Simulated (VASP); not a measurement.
# Cr (Cmcm) in VASP: notebook

Cr is run at these levels: PBE, PBEsol; tasks: single point.

Program: VASP 6.6.1. These are calculated values, not measurements. Logs are shortened: lines on timing, memory, paths and dates and some standing lists are left out, and cuts for length are marked.

### 1 The cell of the first run

It takes space group Cmcm (No. 63, orthorhombic). The conventional cell has a = 2.294 Å, b = 4.934 Å, c = 4.064 Å, α = 90.00°, β = 90.00°, γ = 90.00°. Within 3.0 Å of Cr (site symmetry m2m) lie 12 Cr at 2.29 to 2.72 Å.

### 2 Single point, PBE, collinear spin, ferromagnetic start

File INCAR:

```
PREC = Accurate
ENCUT = 520
EDIFF = 1E-6
ISMEAR = -1
SIGMA = 0.05
LREAL = F
LASPH = T
NELM = 150
ALGO = Fast
ISIF = 2
LWAVE = F
LCHARG = T
ISPIN = 2
MAGMOM = 3 3
LORBIT = 11
LMAXMIX = 4
GGA = PE
LELF = T
LVHAR = T
NBANDS = 23
```

File KPOINTS:

```
regular mesh
0
Gamma
  10 10 5
```

File POSCAR:

```
Cr
1.0
    1.1470505050     -2.4670251200      0.0000000000
    1.1470505050      2.4670251200      0.0000000000
    0.0000000000      0.0000000000      4.0643107400
Cr
2
Direct
    0.8705325800      0.1294674200      0.7500000000
    0.1294674200      0.8705325800      0.2500000000
```

Potentials or basis: VASP PAW PBE potentials, release 64 (Cr_pv).

The run is started by

```sh
$ cat potpaw_PBE.64/Cr_pv/POTCAR > POTCAR
$ mpirun -np 1 vasp_std > vasp.out
```

OUTCAR:

```text
PREC = Accurate
   ENCUT = 520
   EDIFF = 1E-6
   ISMEAR = -1
   LREAL = F
   LASPH = T
   NELM = 150
   ISIF = 2
   ISPIN = 2
   LORBIT = 11
   GGA = PE

 ion  position               nearest neighbor table
   1  0.871  0.129  0.750-   2 2.40   2 2.40   2 2.62   2 2.62   2 2.62   2 2.62
   2  0.129  0.871  0.250-   1 2.40   1 2.40   1 2.62   1 2.62   1 2.62   1 2.62

  LATTYP: Found a base centered orthorhombic cell.
 ALAT       =     2.2941010100
 B/A-ratio  =     2.1507554456
 C/A-ratio  =     1.7716354782

  Lattice vectors:

 A1 = (   1.1470505050,  -2.4670251200,   0.0000000000)
 A2 = (   1.1470505050,   2.4670251200,   0.0000000000)
 A3 = (   0.0000000000,   0.0000000000,   4.0643107400)

Analysis of symmetry for initial positions (statically):
=====================================================================
 Subroutine PRICEL returns:
 Original cell was already a primitive cell.

 Routine SETGRP: Setting up the symmetry group for a
 base centered orthorhombic supercell.

 Subroutine GETGRP returns: Found  8 space group operations
 (whereof  4 operations were pure point group operations)
 out of a pool of  8 trial point group operations.

The static configuration has the point symmetry C_2h.
 The point group associated with its full space group is D_2h.

Analysis of symmetry for dynamics (positions and initial velocities):
=====================================================================
 Subroutine PRICEL returns:
 Original cell was already a primitive cell.

 Routine SETGRP: Setting up the symmetry group for a
 base centered orthorhombic supercell.

 Subroutine GETGRP returns: Found  8 space group operations
 (whereof  4 operations were pure point group operations)
 out of a pool of  8 trial point group operations.

The dynamic configuration has the point symmetry C_2h.
 The point group associated with its full space group is D_2h.

Analysis of structural, dynamic, and magnetic symmetry:
=====================================================================
 Subroutine PRICEL returns:
 Original cell was already a primitive cell.

 Routine SETGRP: Setting up the symmetry group for a
 base centered orthorhombic supercell.

 Subroutine GETGRP returns: Found  8 space group operations
 (whereof  4 operations were pure point group operations)
 out of a pool of  8 trial point group operations.

The overall configuration has the point symmetry C_2h.
 The point group associated with its full space group is D_2h.

 Subroutine INISYM returns: Found  8 space group operations
 (whereof  4 operations are pure point group operations),
 and found     1 'primitive' translations

----------------------------------------------------------------------------------------

                                     Primitive cell

  volume of cell :      23.0024

  direct lattice vectors                    reciprocal lattice vectors
     1.147050505 -2.467025120  0.000000000     0.435900597 -0.202673250  0.000000000
     1.147050505  2.467025120  0.000000000     0.435900597  0.202673250  0.000000000
     0.000000000  0.000000000  4.064310740     0.000000000  0.000000000  0.246044179

  length of vectors
     2.720650254  2.720650254  4.064310740     0.480713820  0.480713820  0.246044179

  position of ions in fractional coordinates (direct lattice)
     0.870532580  0.129467420  0.750000000
     0.129467420  0.870532580  0.250000000

  ion indices of the primitive-cell ions
   primitive index   ion index
                 1           1
                 2           2

----------------------------------------------------------------------------------------

 KPOINTS: regular mesh

Automatic generation of k-mesh.
 Grid dimensions read from file:
 generate k-points for:   10   10    5

 Generating k-lattice:

  Cartesian coordinates                     Fractional coordinates (reciprocal lattice)
     0.043590060 -0.020267325  0.000000000     0.100000000 -0.000000000  0.000000000
     0.043590060  0.020267325  0.000000000    -0.000000000  0.100000000  0.000000000
     0.000000000  0.000000000  0.049208836     0.000000000  0.000000000  0.200000000

  Length of vectors
     0.048071382  0.048071382  0.049208836

  Shift w.r.t. Gamma in fractional coordinates (k-lattice)
     0.000000000  0.000000000  0.000000000

 Subroutine IBZKPT returns following result:
 ===========================================

 Found     93 irreducible k-points:

 Following reciprocal coordinates:
            Coordinates               Weight
  0.000000  0.000000  0.000000      1.000000
  0.100000  0.000000  0.000000      4.000000
  0.200000  0.000000  0.000000      4.000000
  0.300000  0.000000  0.000000      4.000000
  0.400000  0.000000  0.000000      4.000000
  0.500000  0.000000  0.000000      2.000000
[... 16 lines left out ...]
  0.300000  0.300000  0.000000      2.000000
  0.400000  0.300000  0.000000      4.000000
 [... further k-points ...]
   k-points           NKPTS =     93   k-points in BZ     NKDIM =     93   number of bands    NBANDS=     23
   number of dos      NEDOS =    301   number of ions     NIONS =      2
   total plane-waves  NPLWV =  12000
   dimension x,y,z NGX =    20 NGY =   20 NGZ =   30
   dimension x,y,z NGXF=    40 NGYF=   40 NGZF=   60
   ions per type =               2
   NGX,Y,Z   is equivalent  to a cutoff of  12.22, 12.22, 12.27 a.u.
   NGXF,Y,Z  is equivalent  to a cutoff of  24.44, 24.44, 24.54 a.u.
 SYSTEM =  unknown system
   PREC   = accura    normal or accurate (medium, high low for compatibility)
   ISTART =      0    job   : 0-new  1-cont  2-samecut
   ICHARG =      2    charge: 1-file 2-atom 10-const
   ISPIN  =      2    spin polarized calculation?
   LNONCOLLINEAR =      F non collinear calculations
   LSORBIT =      F    spin-orbit coupling
   LASPH  =      T    aspherical Exc in radial PAW
   ENCUT  =  520.0 eV  38.22 Ry    6.18 a.u.   5.06  5.06  7.56*2*pi/ulx,y,z
   NELM   =    150;   NELMIN=  2; NELMDL= -5     # of ELM steps
   EDIFF  = 0.1E-05   stopping-criterion for ELM
   LREAL  =      F    real-space projection
   EDIFFG = 0.1E-04   stopping-criterion for IOM
   NSW    =      0    number of steps for IOM
   IBRION =     -1    ionic relax: 0-MD 1-quasi-New 2-CG
   NFREE  =      0    steps in history (QN), initial steepest desc. (CG)
   ISIF   =      2    stress and relaxation
   ISYM   =      2    0-nonsym 1-usesym 2-fastsym
   POTIM  = 0.5000    time-step for ionic-motion
   TEBEG  =    0.0;   TEEND  =   0.0 temperature during run
   PSTRESS=    0.0 pullay stress
   NELECT =      24.0000    total number of electrons
   NUPDOWN=      -1.0000    fix difference up-down
   EMIN   =  10.00;   EMAX   =-10.00  energy-range for DOS
   EFERMI =   0.00;   METHOD = LEGACY
   ISMEAR =    -1;   SIGMA  =   0.05  broadening in eV -4-tet -1-fermi 0-gaus
   EFERMI_NEDOS =   21; number of points for ismear=-14 and -15
   IALGO  =     68    algorithm
   IMIX   =      4    mixing-type and parameters
     AMIX     =   0.40;   BMIX     =  1.00
     AMIX_MAG =   1.60;   BMIX_MAG =  1.00
  volume/ion in A,a.u.               =      11.50        77.61
  Fermi-wavevector in a.u.,A,eV,Ry     =   1.660431  3.137760 37.511698  2.757032
  Thomas-Fermi vector in A             =   2.747669
   LORBIT       =     11    0 simple, 1 ext, 2 COOP (PROOUT), +10 PAW based schemes
   GGA     = PE    functional components
   LHFCALC =     F    Hartree Fock is set to
   AEXX    =    0.0000 exact exchange contribution
   IVDW    =     0    specifies the selected vdW correction
   LEPSILON=     F    determine dielectric tensor
   LRPA    =     F    only Hartree local field effects (RPA)
 spin polarized calculation
 RMM-DIIS sequential band-by-band and
  energy-cutoff  :      520.00
  volume of cell :       23.00
 maximum number of plane-waves:       646
   NGX = 11   NGY = 11   NGZ = 15

 number of electron      23.9999987 magnetization      -0.0001713

 number of electron      23.9999987 magnetization       0.0000351

 Free energy of the ion-electron system (eV)
  ---------------------------------------------------
  ext. energy  EPLUGINS =         0.00000000
  ---------------------------------------------------
  free energy    TOTEN  =       -18.38426560 eV

  energy without entropy =      -18.36034313  energy(sigma->0) =      -18.37230437

 E-fermi :  11.0148     XC(G=0): -13.6678

 val. band max:       11.0119985898   @ k =   0.3000   0.0000   0.4000
 cond. band min:      11.0187477181   @ k =   0.1000   0.0000   0.2000
 fundamental gap:      0.0067491283
 Fermi energy:        11.0148390679

 spin component 1

 k-point     1 :       0.0000    0.0000    0.0000
  band No.  band energies     occupation
      1     -32.4685      1.00000
      2     -31.9173      1.00000
      3     -31.6687      1.00000
      4     -31.5095      1.00000
      5     -31.4203      1.00000
      6     -31.4090      1.00000
[... 15 lines left out ...]
     22      26.9153      0.00000
     23      31.4844      0.00000

 k-point     2 :       0.1000    0.0000    0.0000
  band No.  band energies     occupation
      1     -32.4361      1.00000
      2     -31.9206      1.00000
      3     -31.6837      1.00000
      4     -31.5369      1.00000
      5     -31.5191      1.00000
      6     -31.5111      1.00000
[... 15 lines left out ...]
     22      27.1758      0.00000
     23      31.6193      0.00000

 k-point     3 :       0.2000    0.0000    0.0000
  band No.  band energies     occupation
      1     -32.3482      1.00000
      2     -31.9468      1.00000
      3     -31.8617      1.00000
      4     -31.8044      1.00000
      5     -31.6783      1.00000
      6     -31.5178      1.00000
[... 15 lines left out ...]
     22      27.3372      0.00000
     23      29.2029      0.00000
[... 495 lines left out ...]
 k-point    23 :       0.3000    0.3000    0.0000
  band No.  band energies     occupation
      1     -32.5617      1.00000
      2     -32.4269      1.00000
      3     -32.0289      1.00000
      4     -31.9859      1.00000
      5     -31.8616      1.00000
      6     -31.6350      1.00000
[... 15 lines left out ...]
     22      24.7187      0.00000
     23      24.8187      0.00000

 k-point    24 :       0.4000    0.3000    0.0000
  band No.  band energies     occupation
      1     -32.3070      1.00000
      2     -32.1643      1.00000
      3     -32.0585      1.00000
      4     -32.0173      1.00000
      5     -31.9356      1.00000
      6     -31.7064      1.00000
[... 15 lines left out ...]
     22      23.8902      0.00000
     23      24.5067      0.00000

 [... further k-points ...]

 spin component 2

 k-point     1 :       0.0000    0.0000    0.0000
  band No.  band energies     occupation
      1     -32.4684      1.00000
      2     -31.9172      1.00000
      3     -31.6686      1.00000
      4     -31.5094      1.00000
      5     -31.4202      1.00000
      6     -31.4089      1.00000
[... 15 lines left out ...]
     22      26.9152      0.00000
     23      31.4843      0.00000

 k-point     2 :       0.1000    0.0000    0.0000
  band No.  band energies     occupation
      1     -32.4360      1.00000
      2     -31.9205      1.00000
      3     -31.6836      1.00000
      4     -31.5369      1.00000
      5     -31.5190      1.00000
      6     -31.5110      1.00000
[... 15 lines left out ...]
     22      27.1757      0.00000
     23      31.6192      0.00000

 k-point     3 :       0.2000    0.0000    0.0000
  band No.  band energies     occupation
      1     -32.3481      1.00000
      2     -31.9467      1.00000
      3     -31.8616      1.00000
      4     -31.8043      1.00000
      5     -31.6783      1.00000
      6     -31.5177      1.00000
[... 15 lines left out ...]
     22      27.3372      0.00000
     23      29.2028      0.00000
[... 495 lines left out ...]
 k-point    23 :       0.3000    0.3000    0.0000
  band No.  band energies     occupation
      1     -32.5617      1.00000
      2     -32.4268      1.00000
      3     -32.0288      1.00000
      4     -31.9858      1.00000
      5     -31.8615      1.00000
      6     -31.6349      1.00000
[... 15 lines left out ...]
     22      24.7186      0.00000
     23      24.8187      0.00000

 k-point    24 :       0.4000    0.3000    0.0000
  band No.  band energies     occupation
      1     -32.3070      1.00000
      2     -32.1642      1.00000
      3     -32.0584      1.00000
      4     -32.0172      1.00000
      5     -31.9355      1.00000
      6     -31.7064      1.00000
[... 15 lines left out ...]
     22      23.8902      0.00000
     23      24.5066      0.00000

 [... further k-points ...]

------------------------ aborting loop because EDIFF is reached ----------------------------------------

  FORCE on cell =-STRESS in cart. coord.  units (eV):
  Direction    XX          YY          ZZ          XY          YZ          ZX
  --------------------------------------------------------------------------------------
  -------------------------------------------------------------------------------------
  Total        0.9061160      0.6698097      1.4503063      0.0000000     -0.0000000      0.0000000
  in kB       63.1133725     46.6540121    101.0176614      0.0000000     -0.0000000      0.0000000
  external PRESSURE =      70.2616820 kB  Pullay stress =       0.0000000 kB

 VOLUME and BASIS-vectors are now :
 -----------------------------------------------------------------------------
  energy-cutoff  :      520.00
  volume of cell :       23.00
      direct lattice vectors                 reciprocal lattice vectors
     1.147050505 -2.467025120  0.000000000     0.435900597 -0.202673250  0.000000000
     1.147050505  2.467025120  0.000000000     0.435900597  0.202673250  0.000000000
     0.000000000  0.000000000  4.064310740     0.000000000  0.000000000  0.246044179

 POSITION                                       TOTAL-FORCE (eV/Angst)
 -----------------------------------------------------------------------------------
      1.14705     -1.82823      3.04823         0.000000      0.182180     -0.000000
      1.14705      1.82823      1.01608         0.000000     -0.182180      0.000000
 -----------------------------------------------------------------------------------
    total drift:                               -0.000000     -0.000000      0.000000

  FREE ENERGIE OF THE ION-ELECTRON SYSTEM (eV)
  ---------------------------------------------------
  free  energy   TOTEN  =       -18.3842656048 eV

  energy  without entropy=      -18.3603431334  energy(sigma->0) =      -18.37230437

 total charge

# of ion       s       p       d       tot
------------------------------------------
    1        0.444   6.390   4.278  11.113
    2        0.444   6.390   4.278  11.113
--------------------------------------------------
tot          0.889  12.780   8.557  22.226

 magnetization (x)

# of ion       s       p       d       tot
------------------------------------------
    1        0.000  -0.000   0.000   0.000
    2        0.000  -0.000   0.000   0.000
--------------------------------------------------
tot          0.000  -0.000   0.000   0.000
```

Run time: 2.1 min. Hardware: 1 thread of Intel Xeon 8259CL, shared host; peak memory 0.19 GiB.

Results:

- Free energy: -18.3843 eV
- Pressure: 7.0 GPa
- Largest force: 0.182 eV/Å
- Band gap on the k mesh: zero (filled and empty bands overlap)
- Net moment: 0.00 μB per cell
- Valence electrons inside the program's atomic spheres: Cr 11.11

Forces in eV/Å, atoms in the order of the input:
```
Cr   0.000  0.182  0.000
Cr   0.000 -0.182  0.000
```

Levels at points of the mesh, in eV from the Fermi level:
Spin up:
```csv
k point,band 8,band 9,band 10,band 11,band 12,band 13,band 14,band 15,band 16,band 17
"(0.00, 0.00, 0.00)",-4.34,-2.17,-1.95,-0.87,0.17,1.01,1.02,1.05,1.70,1.85
"(0.50, 0.00, 0.00)",-3.80,-3.75,-1.34,-0.29,0.04,0.25,1.86,2.05,2.26,4.38
"(0.50, 0.50, 0.00)",-3.48,-2.61,-2.43,-1.96,-1.42,0.55,2.07,2.57,2.73,3.85
```
Spin down:
| k point | band 8 | band 9 | band 10 | band 11 | band 12 | band 13 | band 14 | band 15 | band 16 | band 17 |
| --- | --- | --- | --- | --- | --- | --- | --- | --- | --- | --- |
| (0.00, 0.00, 0.00) | -4.34 | -2.17 | -1.95 | -0.87 | 0.17 | 1.01 | 1.02 | 1.05 | 1.70 | 1.85 |
| (0.50, 0.00, 0.00) | -3.80 | -3.75 | -1.34 | -0.29 | 0.04 | 0.25 | 1.86 | 2.05 | 2.26 | 4.38 |
| (0.50, 0.50, 0.00) | -3.48 | -2.61 | -2.43 | -1.96 | -1.42 | 0.55 | 2.07 | 2.57 | 2.73 | 3.85 |

Caveat: the cell stands under pressure; an empty level that is flat over the whole mesh can mark a ghost state of the potentials, or a narrow d or f band.

(Part 1 of 2 ends here.)
